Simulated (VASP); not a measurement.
The system is V.

```
CELL_PARAMETERS angstrom
-1.51435 1.51435 1.51435
1.51435 -1.51435 1.51435
1.51435 1.51435 -1.51435
ATOMIC_POSITIONS crystal
V 0.00000 0.00000 0.00000
```

```yaml
Program: VASP 6.6.1
Task: relaxation of cell and atoms
Functional: PBEsol
Potentials_or_basis: VASP PAW PBE potentials, release 64 (V_sv)
Cutoff: 600 eV
k_mesh: 12 × 12 × 12
Occupations: fermi-dirac, width 0.05 eV
Spin: collinear spin, ferromagnetic start
Starting_moments: "[2.0] μB"
```

At the start: pressure -11.9 GPa; volume 13.89 Å³/atom.

Problem. Where does the relaxation end?

Solution. Over 3 steps the energy falls by 37.1 meV/atom and the volume is 12.96 Å³/atom (-6.7 %); space group Im-3m (No. 229, to 0.05 Å); moment 0.00 μB per cell.

The path:
```csv
step,energy change (eV),largest force (eV/Å),pressure (GPa),volume (Å³)
1,0.0000,0.0000,-11.93,13.89
2,0.0187,0.0000,18.52,11.91
3,-0.0371,0.0000,-0.22,12.96
```

Final structure:
```cif
data_structure
_symmetry_space_group_name_H-M 'P 1'
_symmetry_Int_Tables_number 1
_cell_length_a 2.5631
_cell_length_b 2.5631
_cell_length_c 2.5631
_cell_angle_alpha 109.471
_cell_angle_beta 109.471
_cell_angle_gamma 109.471
_cell_volume 12.96
loop_
_atom_site_label
_atom_site_type_symbol
_atom_site_fract_x
_atom_site_fract_y
_atom_site_fract_z
_atom_site_occupancy
V1 V 0.00000 0.00000 0.00000 1
```

Caveat: the PAW data sets were made with another functional, which shifts forces and pressure a little.
